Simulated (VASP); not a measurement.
# HRh6 in VASP: further runs

HRh6 is run at these levels: PBE; tasks: single point.

Everything below comes from runs of VASP 6.6.1. Logs are shortened: lines on timing, memory, paths and dates and some standing lists are left out, and cuts for length are marked.

## (1) The cell of the first run

The cell holds a slab with vacuum, 14 atoms: a = 5.417 Å, b = 5.417 Å, c = 22.297 Å, α = 90.00°, β = 90.00°, γ = 120.00°.

## (2) Single point, PBE

The input, INCAR:

```
ALGO = Normal
DIPOL = 0.5 0.5 0.299
EDIFF = 1E-6
ENCUT = 520
GGA = PE
IDIPOL = 3
ISIF = 2
ISMEAR = 0
LASPH = True
LCHARG = True
LDIPOL = True
LELF = True
LREAL = False
LVACPOTAV = True
LVHAR = True
LWAVE = False
NBANDS = 104
NELM = 80
PREC = Accurate
SIGMA = 0.1
```

The input, KPOINTS:

```
k-points
0
Gamma
  6 6 1
```

The input, POSCAR:

```
HRh6
1.0
    5.4165863251      0.0000000000      0.0000000000
   -2.7082931626      4.6909013593      0.0000000000
    0.0000000000      0.0000000000     22.2966119230
Rh H
12 2
Direct
    0.3333333333      0.1666666667      0.1793994538
    0.3333333333      0.6666666667      0.1793994538
    0.8333333333      0.1666666667      0.1793994538
    0.8333333333      0.6666666667      0.1793994538
    0.1666666667      0.3333333333      0.2757769167
    0.1666666667      0.8333333333      0.2757769167
    0.6666666667      0.3333333333      0.2757769167
    0.6666666667      0.8333333333      0.2757769167
    0.0000000000      0.0000000000      0.3721019118
    0.0000000000      0.5000000000      0.3721019118
    0.5000000000      0.0000000000      0.3721019118
    0.5000000000      0.5000000000      0.3721019118
    0.1514581709      0.3029163418      0.4353402192
    0.3485418291      0.6970836582      0.4353402192
```

Potentials or basis: VASP PAW PBE potentials, release 64 (Rh_pv, H).

On the command line:

```
cat potpaw_PBE.64/Rh_pv/POTCAR potpaw_PBE.64/H/POTCAR > POTCAR
mpirun -np 1 vasp_std > vasp.out
```

OUTCAR:

```text
EDIFF = 1E-6
   ENCUT = 520
   GGA = PE
   ISIF = 2
   ISMEAR = 0
   LASPH = True
   LREAL = False
   NELM = 80
   PREC = Accurate

 ion  position               nearest neighbor table
   1  0.333  0.167  0.179-   5 2.66   7 2.66   6 2.66   4 2.71   4 2.71   3 2.71   3 2.71   2 2.71
                             2 2.71
   2  0.333  0.667  0.179-   6 2.66   8 2.66   5 2.66   3 2.71   3 2.71   4 2.71   4 2.71   1 2.71
                             1 2.71
   3  0.833  0.167  0.179-   7 2.66   5 2.66   8 2.66   2 2.71   2 2.71   1 2.71   1 2.71   4 2.71
                             4 2.71
   4  0.833  0.667  0.179-   8 2.66   6 2.66   7 2.66   1 2.71   1 2.71   2 2.71   2 2.71   3 2.71
                             3 2.71
   5  0.167  0.333  0.276-  12 2.66   9 2.66  10 2.66   1 2.66   3 2.66   2 2.66   8 2.71   8 2.71
                             7 2.71   7 2.71   6 2.71   6 2.71
   6  0.167  0.833  0.276-  11 2.66  10 2.66   9 2.66   2 2.66   4 2.66   1 2.66   7 2.71   7 2.71
                             8 2.71   8 2.71   5 2.71   5 2.71
   7  0.667  0.333  0.276-  10 2.66  11 2.66  12 2.66   3 2.66   1 2.66   4 2.66   6 2.71   6 2.71
                             5 2.71   5 2.71   8 2.71   8 2.71
   8  0.667  0.833  0.276-   9 2.66  12 2.66  11 2.66   4 2.66   2 2.66   3 2.66   5 2.71   5 2.71
                             6 2.71   6 2.71   7 2.71   7 2.71
   9  0.000  0.000  0.372-  13 2.00   8 2.66   5 2.66   6 2.66  12 2.71  12 2.71  11 2.71  11 2.71
                            10 2.71  10 2.71
  10  0.000  0.500  0.372-   7 2.66   6 2.66   5 2.66  11 2.71  11 2.71  12 2.71  12 2.71   9 2.71
                             9 2.71
  11  0.500  0.000  0.372-  14 2.00   6 2.66   7 2.66   8 2.66  10 2.71  10 2.71   9 2.71   9 2.71
                            12 2.71  12 2.71
  12  0.500  0.500  0.372-   5 2.66   8 2.66   7 2.66   9 2.71   9 2.71  10 2.71  10 2.71  11 2.71
                            11 2.71
  13  0.151  0.303  0.435-   9 2.00
  14  0.349  0.697  0.435-  11 2.00

  LATTYP: Found a hexagonal cell.
 ALAT       =     5.4165863251
 C/A-ratio  =     4.1163586408

  Lattice vectors:

 A1 = (   5.4165863251,   0.0000000000,   0.0000000000)
 A2 = (  -2.7082931626,   4.6909013593,   0.0000000000)
 A3 = (   0.0000000000,   0.0000000000,  22.2966119230)

Analysis of symmetry for initial positions (statically):
=====================================================================
 Subroutine PRICEL returns:
 Original cell was already a primitive cell.

 Routine SETGRP: Setting up the symmetry group for a
 hexagonal supercell.

 Subroutine GETGRP returns: Found  2 space group operations
 (whereof  2 operations were pure point group operations)
 out of a pool of 24 trial point group operations.

The static configuration has the point symmetry C_1h.

Analysis of symmetry for dynamics (positions and initial velocities):
=====================================================================
 Subroutine PRICEL returns:
 Original cell was already a primitive cell.

 Routine SETGRP: Setting up the symmetry group for a
 hexagonal supercell.

 Subroutine GETGRP returns: Found  2 space group operations
 (whereof  2 operations were pure point group operations)
 out of a pool of 24 trial point group operations.

The dynamic configuration has the point symmetry C_1h.

 Subroutine INISYM returns: Found  2 space group operations
 (whereof  2 operations are pure point group operations),
 and found     1 'primitive' translations

----------------------------------------------------------------------------------------

                                     Primitive cell

  volume of cell :     566.5273

  direct lattice vectors                    reciprocal lattice vectors
     5.416586325  0.000000000  0.000000000     0.184618123  0.106589323  0.000000000
    -2.708293163  4.690901359  0.000000000     0.000000000  0.213178646  0.000000000
     0.000000000  0.000000000 22.296611923     0.000000000  0.000000000  0.044849863

  length of vectors
     5.416586325  5.416586325 22.296611923     0.213178646  0.213178646  0.044849863

  position of ions in fractional coordinates (direct lattice)
     0.333333333  0.166666667  0.179399454
     0.333333333  0.666666667  0.179399454
     0.833333333  0.166666667  0.179399454
     0.833333333  0.666666667  0.179399454
     0.166666667  0.333333333  0.275776917
     0.166666667  0.833333333  0.275776917
[... 53 lines left out ...]
            Coordinates               Weight
  0.000000  0.000000  0.000000      1.000000
  0.166667 -0.000000  0.000000      4.000000
  0.000000  0.166667  0.000000      2.000000
  0.333333 -0.000000  0.000000      4.000000
  0.000000  0.333333  0.000000      2.000000
  0.500000  0.000000  0.000000      2.000000
  0.000000  0.500000  0.000000      1.000000
  0.166667  0.166667  0.000000      4.000000
 -0.333333  0.166667  0.000000      2.000000
  0.333333  0.166667  0.000000      4.000000
 -0.166667  0.500000  0.000000      4.000000
  0.500000  0.333333  0.000000      4.000000
  0.333333  0.333333  0.000000      2.000000
   k-points           NKPTS =     13   k-points in BZ     NKDIM =     13   number of bands    NBANDS=    104
   number of dos      NEDOS =    301   number of ions     NIONS =     14
   total plane-waves  NPLWV = 268800
   dimension x,y,z NGX =    40 NGY =   40 NGZ =  168
   dimension x,y,z NGXF=    80 NGYF=   80 NGZF=  336
   ions per type =              12   2
   NGX,Y,Z   is equivalent  to a cutoff of  12.28, 12.28, 12.53 a.u.
   NGXF,Y,Z  is equivalent  to a cutoff of  24.55, 24.55, 25.05 a.u.
 SYSTEM =  unknown system
   PREC   = accura    normal or accurate (medium, high low for compatibility)
   ISTART =      0    job   : 0-new  1-cont  2-samecut
   ICHARG =      2    charge: 1-file 2-atom 10-const
   ISPIN  =      1    spin polarized calculation?
   LNONCOLLINEAR =      F non collinear calculations
   LSORBIT =      F    spin-orbit coupling
   LASPH  =      T    aspherical Exc in radial PAW
   ENCUT  =  520.0 eV  38.22 Ry    6.18 a.u.  10.07 10.07 41.46*2*pi/ulx,y,z
   NELM   =     80;   NELMIN=  2; NELMDL= -5     # of ELM steps
   EDIFF  = 0.1E-05   stopping-criterion for ELM
   LREAL  =      F    real-space projection
   EDIFFG = 0.1E-04   stopping-criterion for IOM
   NSW    =      0    number of steps for IOM
   IBRION =     -1    ionic relax: 0-MD 1-quasi-New 2-CG
   NFREE  =      0    steps in history (QN), initial steepest desc. (CG)
   ISIF   =      2    stress and relaxation
   ISYM   =      2    0-nonsym 1-usesym 2-fastsym
   POTIM  = 0.5000    time-step for ionic-motion
   TEBEG  =    0.0;   TEEND  =   0.0 temperature during run
   PSTRESS=    0.0 pullay stress
   NELECT =     182.0000    total number of electrons
   NUPDOWN=      -1.0000    fix difference up-down
   EMIN   =  10.00;   EMAX   =-10.00  energy-range for DOS
   EFERMI =   0.00;   METHOD = LEGACY
   ISMEAR =     0;   SIGMA  =   0.10  broadening in eV -4-tet -1-fermi 0-gaus
   EFERMI_NEDOS =   21; number of points for ismear=-14 and -15
   IALGO  =     38    algorithm
   IMIX   =      4    mixing-type and parameters
     AMIX     =   0.40;   BMIX     =  1.00
     AMIX_MAG =   1.60;   BMIX_MAG =  1.00
  volume/ion in A,a.u.               =      40.47       273.08
  Fermi-wavevector in a.u.,A,eV,Ry     =   1.121222  2.118803 17.104417  1.257139
  Thomas-Fermi vector in A             =   2.257874
   LORBIT       =      0    0 simple, 1 ext, 2 COOP (PROOUT), +10 PAW based schemes
   GGA     = PE    functional components
   LHFCALC =     F    Hartree Fock is set to
   AEXX    =    0.0000 exact exchange contribution
   IVDW    =     0    specifies the selected vdW correction
   LEPSILON=     F    determine dielectric tensor
   LRPA    =     F    only Hartree local field effects (RPA)
 non-spin polarized calculation
 Gauss-broadening in eV      SIGMA  =   0.10
  energy-cutoff  :      520.00
  volume of cell :      566.53
 maximum number of plane-waves:     15300
   NGX = 21   NGY = 21   NGZ = 83

 dipolmoment           0.000000      0.000000     -0.021147 electrons x Angstroem

 number of electron     182.0000011 magnetization

 dipolmoment           0.000000      0.000000      0.022334 electrons x Angstroem

 Free energy of the ion-electron system (eV)
  ---------------------------------------------------
  ext. energy  EPLUGINS =         0.00000000
  ---------------------------------------------------
  free energy    TOTEN  =       -87.45707108 eV

  energy without entropy =      -87.36040777  energy(sigma->0) =      -87.40873943

 E-fermi :  -0.0401     XC(G=0):  -5.0485

 val. band max:       -0.0447757041   @ k =   0.1667  -0.0000   0.0000
 cond. band min:      -0.0236531820   @ k =  -0.3333   0.1667   0.0000
 fundamental gap:      0.0211225221
 Fermi energy:        -0.0401460562

 k-point     1 :       0.0000    0.0000    0.0000
  band No.  band energies     occupation
      1     -47.1506      2.00000
      2     -47.1485      2.00000
      3     -47.1300      2.00000
      4     -47.0759      2.00000
      5     -47.0084      2.00000
      6     -46.9893      2.00000
[... 1367 lines left out ...]
    102       0.5942      0.00000
    103       2.0228      0.00000
 [bands above 103 left out]

------------------------ aborting loop because EDIFF is reached ----------------------------------------

  FORCE on cell =-STRESS in cart. coord.  units (eV):
  Direction    XX          YY          ZZ          XY          YZ          ZX
  --------------------------------------------------------------------------------------
  -------------------------------------------------------------------------------------
  Total       -5.7990458     -6.3428966     -2.7712784      0.0000000     -0.3405882      0.0000000
  in kB      -16.4000916    -17.9381385     -7.8373618      0.0000000     -0.9632065      0.0000000
  external PRESSURE =     -14.0585306 kB  Pullay stress =       0.0000000 kB

 VOLUME and BASIS-vectors are now :
 -----------------------------------------------------------------------------
  energy-cutoff  :      520.00
  volume of cell :      566.53
      direct lattice vectors                 reciprocal lattice vectors
     5.416586325  0.000000000  0.000000000     0.184618123  0.106589323  0.000000000
    -2.708293163  4.690901359  0.000000000     0.000000000  0.213178646  0.000000000
     0.000000000  0.000000000 22.296611923     0.000000000  0.000000000  0.044849863

 POSITION                                       TOTAL-FORCE (eV/Angst)
 -----------------------------------------------------------------------------------
      1.35415      0.78182      4.00000        -0.053798      0.016593     -0.080846
     -0.00000      3.12727      4.00000         0.000000     -0.081894     -0.139588
      4.06244      0.78182      4.00000         0.053798      0.016593     -0.080846
      2.70829      3.12727      4.00000        -0.000000      0.110685     -0.126938
      0.00000      1.56363      6.14889         0.000000     -0.100920     -0.172107
     -1.35415      3.90908      6.14889        -0.070019     -0.001527     -0.009890
      2.70829      1.56363      6.14889        -0.000000      0.075389      0.373323
      1.35415      3.90908      6.14889         0.070019     -0.001527     -0.009890
      0.00000      0.00000      8.29661        -0.000000      0.435590      0.811746
     -1.35415      2.34545      8.29661         0.197548      0.003147      0.873385
      2.70829      0.00000      8.29661         0.000000     -0.378992      0.603893
      1.35415      2.34545      8.29661        -0.197548      0.003147      0.873385
     -0.00000      1.42095      9.70661         0.000000     -0.444613     -1.457932
     -0.00000      3.26995      9.70661        -0.000000      0.348330     -1.457696
 -----------------------------------------------------------------------------------
    total drift:                                0.000000     -0.000008      0.001290

  FREE ENERGIE OF THE ION-ELECTRON SYSTEM (eV)
  ---------------------------------------------------
  free  energy   TOTEN  =       -87.4570710825 eV

  energy  without entropy=      -87.3604077677  energy(sigma->0) =      -87.40873943

 vacuum level on the upper side and lower side of the slab         5.113         4.954
```

It took 22 min on 1 thread of Intel Xeon 6975P-C (Granite Rapids), shared host; peak memory 0.9 GiB.

Results:

```yaml
Free_energy: -87.4571 eV
Largest_force: 1.524 eV/Å
Band_gap_on_the_k_mesh: zero (bands 91 and 92 overlap by 0.88 eV)
```

Forces on the atoms (eV/Å):
```
Rh  -0.054  0.017 -0.081
Rh   0.000 -0.082 -0.140
Rh   0.054  0.017 -0.081
Rh   0.000  0.111 -0.127
Rh   0.000 -0.101 -0.172
Rh  -0.070 -0.002 -0.010
Rh   0.000  0.075  0.373
Rh   0.070 -0.002 -0.010
Rh   0.000  0.436  0.812
Rh   0.198  0.003  0.873
Rh   0.000 -0.379  0.604
Rh  -0.198  0.003  0.873
H    0.000 -0.445 -1.458
H    0.000  0.348 -1.458
```

Levels at points of the mesh, in eV from the Fermi level:
```tsv
k point	band 88	band 89	band 90	band 91	band 92	band 93	band 94	band 95	band 96	band 97
(0.00, 0.00, 0.00)	0.24	0.37	0.38	0.50	0.51	0.53	0.55	0.85	0.86	0.86
(0.50, 0.00, 0.00)	-0.81	-0.72	-0.64	-0.40	-0.38	-0.35	-0.19	0.17	0.25	0.44
(0.00, 0.50, 0.00)	-0.82	-0.76	-0.45	-0.39	-0.38	-0.35	-0.30	0.21	0.22	0.43
```

## (3) Single point, PBE

The input, INCAR:

```
PREC = Accurate
ENCUT = 520
EDIFF = 1E-6
ISMEAR = 0
SIGMA = 0.1
LREAL = False
LASPH = True
NELM = 100
ALGO = Normal
ISIF = 2
LWAVE = False
LCHARG = False
LDIPOL = True
IDIPOL = 3
DIPOL = 0.5 0.5 0.301
GGA = PE
NBANDS = 104
```

The input, KPOINTS:

```
regular mesh
0
Gamma
  6 6 1
```

POSCAR: that of step 2 with these lines changed.

```diff
@@ -20,3 +20,3 @@
     0.5000000000      0.5000000000      0.3721019118
-    0.1514581709      0.3029163418      0.4353402192
-    0.3485418291      0.6970836582      0.4353402192
+    0.1870590048      0.3741180096      0.4496921755
+    0.3129409952      0.6258819904      0.4496921755
```

Potentials or basis: VASP PAW PBE potentials, release 64 (Rh_pv, H).

On the command line:

```
cat potpaw_PBE.64/Rh_pv/POTCAR potpaw_PBE.64/H/POTCAR > POTCAR
mpirun -np 1 vasp_std > vasp.out
```

OUTCAR:

```text
PREC = Accurate
   ENCUT = 520
   EDIFF = 1E-6
   ISMEAR = 0
   LREAL = False
   LASPH = True
   NELM = 100
   ISIF = 2
   GGA = PE

 ion  position               nearest neighbor table
   1  0.333  0.167  0.179-   5 2.66   7 2.66   6 2.66   4 2.71   4 2.71   3 2.71   3 2.71   2 2.71
                             2 2.71
   2  0.333  0.667  0.179-   6 2.66   8 2.66   5 2.66   3 2.71   3 2.71   4 2.71   4 2.71   1 2.71
                             1 2.71
   3  0.833  0.167  0.179-   7 2.66   5 2.66   8 2.66   2 2.71   2 2.71   1 2.71   1 2.71   4 2.71
                             4 2.71
   4  0.833  0.667  0.179-   8 2.66   6 2.66   7 2.66   1 2.71   1 2.71   2 2.71   2 2.71   3 2.71
                             3 2.71
   5  0.167  0.333  0.276-  12 2.66   9 2.66  10 2.66   1 2.66   3 2.66   2 2.66   8 2.71   8 2.71
                             7 2.71   7 2.71   6 2.71   6 2.71
   6  0.167  0.833  0.276-  11 2.66  10 2.66   9 2.66   2 2.66   4 2.66   1 2.66   7 2.71   7 2.71
                             8 2.71   8 2.71   5 2.71   5 2.71
   7  0.667  0.333  0.276-  10 2.66  11 2.66  12 2.66   3 2.66   1 2.66   4 2.66   6 2.71   6 2.71
                             5 2.71   5 2.71   8 2.71   8 2.71
   8  0.667  0.833  0.276-   9 2.66  12 2.66  11 2.66   4 2.66   2 2.66   3 2.66   5 2.71   5 2.71
                             6 2.71   6 2.71   7 2.71   7 2.71
[... 1605 lines left out ...]
  Total       -6.0792464     -7.1989231     -2.5185536      0.0000000     -0.2926106      0.0000000
  in kB      -17.1925180    -20.3590389     -7.1226389      0.0000000     -0.8275224      0.0000000
  external PRESSURE =     -14.8913986 kB  Pullay stress =       0.0000000 kB

 VOLUME and BASIS-vectors are now :
 -----------------------------------------------------------------------------
  energy-cutoff  :      520.00
  volume of cell :      566.53
      direct lattice vectors                 reciprocal lattice vectors
     5.416586325  0.000000000  0.000000000     0.184618123  0.106589323  0.000000000
    -2.708293163  4.690901359  0.000000000     0.000000000  0.213178646  0.000000000
     0.000000000  0.000000000 22.296611923     0.000000000  0.000000000  0.044849863

 POSITION                                       TOTAL-FORCE (eV/Angst)
 -----------------------------------------------------------------------------------
      1.35415      0.78182      4.00000         0.017186      0.041957     -0.067082
     -0.00000      3.12727      4.00000         0.000000     -0.049706     -0.077722
      4.06244      0.78182      4.00000        -0.017186      0.041957     -0.067082
      2.70829      3.12727      4.00000         0.000000     -0.006769     -0.032595
      0.00000      1.56363      6.14889         0.000000     -0.102375     -0.186463
     -1.35415      3.90908      6.14889        -0.080578      0.024875     -0.044934
      2.70829      1.56363      6.14889        -0.000000      0.102587      0.474719
      1.35415      3.90908      6.14889         0.080578      0.024875     -0.044934
      0.00000      0.00000      8.29661         0.000000     -0.008576      0.117926
     -1.35415      2.34545      8.29661         0.218063     -0.031283      0.784509
      2.70829      0.00000      8.29661        -0.000000      0.032749      0.113712
      1.35415      2.34545      8.29661        -0.218063     -0.031283      0.784509
     -0.00000      1.75495     10.02661        -0.000000      1.597613     -0.864568
     -0.00000      2.93595     10.02661         0.000000     -1.636620     -0.889998
 -----------------------------------------------------------------------------------
    total drift:                                0.000000      0.000019      0.001079

  FREE ENERGIE OF THE ION-ELECTRON SYSTEM (eV)
  ---------------------------------------------------
  free  energy   TOTEN  =       -86.8048307847 eV

  energy  without entropy=      -86.6941543911  energy(sigma->0) =      -86.74949259

 vacuum level on the upper side and lower side of the slab         4.717         5.066
```

OSZICAR:

```text
N       E                     dE             d eps       ncg     rms          rms(c)
DAV:   1     0.178108219990E+04    0.17811E+04   -0.11496E+05  3552   0.163E+03
DAV:   2    -0.285668357318E+02   -0.18096E+04   -0.17667E+04  2936   0.467E+02
DAV:   3    -0.900351638221E+02   -0.61468E+02   -0.56998E+02  3288   0.831E+01
[... 25 lines left out ...]
DAV:  29    -0.868048087017E+02   -0.11134E-04   -0.50800E-07  1648   0.209E-03    0.284E-03
DAV:  30    -0.868048202214E+02   -0.11520E-04   -0.11787E-06  1784   0.352E-03    0.278E-03
DAV:  31    -0.868048265591E+02   -0.63377E-05   -0.23732E-07  1608   0.160E-03    0.153E-03
DAV:  32    -0.868048298148E+02   -0.32557E-05   -0.16413E-07  1608   0.119E-03    0.483E-04
DAV:  33    -0.868048307847E+02   -0.96985E-06   -0.58105E-08  1576   0.498E-04
   1 F= -.86804831E+02 E0= -.86749493E+02  d E =-.110676E+00
```

Wall time 24 min (1 thread of Intel Xeon 6975P-C (Granite Rapids), shared host); peak memory 0.88 GiB.

Results:

```yaml
Free_energy: -86.8048 eV
Largest_force: 1.863 eV/Å
Band_gap_on_the_k_mesh: zero (bands 91 and 92 overlap by 0.78 eV)
```

Forces in eV/Å, atoms in the order of the input:
```
Rh   0.017  0.042 -0.067
Rh   0.000 -0.050 -0.078
Rh  -0.017  0.042 -0.067
Rh   0.000 -0.007 -0.033
Rh   0.000 -0.102 -0.186
Rh  -0.081  0.025 -0.045
Rh   0.000  0.103  0.475
Rh   0.081  0.025 -0.045
Rh   0.000 -0.009  0.118
Rh   0.218 -0.031  0.785
Rh   0.000  0.033  0.114
Rh  -0.218 -0.031  0.785
H    0.000  1.598 -0.865
H    0.000 -1.637 -0.890
```

[end of part 1 of 2]

The gap in the log of VASP goes by the Fermi energy; the results here count the filled bands.